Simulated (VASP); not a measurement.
**BaF2: electric field gradients with LDA**

BaF2:

```
Ba F
1.0
     0.00000    3.10005    3.10005
     3.10005    0.00000    3.10005
     3.10005    3.10005    0.00000
Ba F
1 2
Cartesian
  0.0000 0.0000 0.0000
  1.5500 1.5500 1.5500
  4.6501 4.6501 4.6501
```

```yaml
Program: VASP 6.6.1
Task: electric field gradients
Functional: LDA
Potentials_or_basis: VASP PAW LDA potentials, release 64 (Ba_sv, F)
Cutoff: 520 eV
k_mesh: 8 × 8 × 8
Occupations: fermi-dirac, width 0.01 eV
Spin: no spin polarisation
Dipole_correction: no
Further_INCAR_settings: ALGO = Normal; EDIFF = 1e-08; NBANDS = 19
```

```
Pressure                                : -3.4 GPa
Band gap on the k mesh                  : 6.39 eV (least direct gap 6.47 eV)
Largest electric field gradient by atom : under 0.05 V/Å² on every atom
```

Levels at points of the mesh, in eV from the valence-band top:
| k point | band 9 | band 10 | band 11 | band 12 | band 13 | band 14 | band 15 | band 16 |
| --- | --- | --- | --- | --- | --- | --- | --- | --- |
| (0.00, 0.00, 0.00) | -1.55 | -0.09 | -0.09 | -0.09 | 6.39 | 9.07 | 9.07 | 11.32 |
| (0.50, 0.00, 0.00) | -0.70 | -0.36 | -0.17 | -0.17 | 8.94 | 9.05 | 9.05 | 9.37 |
| (0.50, 0.50, 0.00) | -0.38 | -0.33 | -0.33 | -0.14 | 6.99 | 8.88 | 10.64 | 11.94 |

Run time: 29 s on 1 thread of Intel(R) Xeon(R) Platinum 8259CL CPU @ 2.50GHz (Skylake/Cascade Lake), on a shared host, peak memory 0.18 GiB.

Caveat: the cell stands under tension; spin-orbit coupling is left out, which moves the levels of the heavy elements. A k mesh can miss the band edges.
